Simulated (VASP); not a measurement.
Pt, 2 atoms in the cell. The structure is hexagonal, space group P6_3/mmc (No. 194). Conventional cell: a = 2.662 Å, b = 2.662 Å, c = 4.550 Å, α = 90.00°, β = 90.00°, γ = 120.00°. Pt (site symmetry -6m2) has 12 Pt at 2.66 to 2.75 Å within 3.5 Å. This isn't the form of Pt at room conditions, which is fcc.

| Property | Result |
| --- | --- |
| Program | VASP 6.6.1 |
| Task | single point |
| Functional | PBEsol |
| Potentials or basis | VASP PAW PBE potentials, release 64 (Pt) |
| Cutoff | 520 eV |
| k mesh | 18 × 18 × 10 |
| Occupations | gaussian, width 0.15 eV |
| Spin | no spin polarisation |
| Dipole correction | no |
| Further INCAR settings | ALGO = Normal; EDIFF = 1e-07; NBANDS = 17 |

Potentials or basis: VASP PAW PBE potentials, release 64 (Pt).

Run with:

```console
$ cat potpaw_PBE.64/Pt/POTCAR > POTCAR
$ mpirun -np 1 vasp_std > vasp.out
```

Hardware: 1 thread of Intel(R) Xeon(R) 6975P-C (Granite Rapids), with other jobs on the host.

Estimate the wall time of this run.

Wall time 35 s on 1 thread of Intel(R) Xeon(R) 6975P-C (Granite Rapids) (shared host), peak memory 0.2 GiB. Counts: scf iterations 12, k points 222.
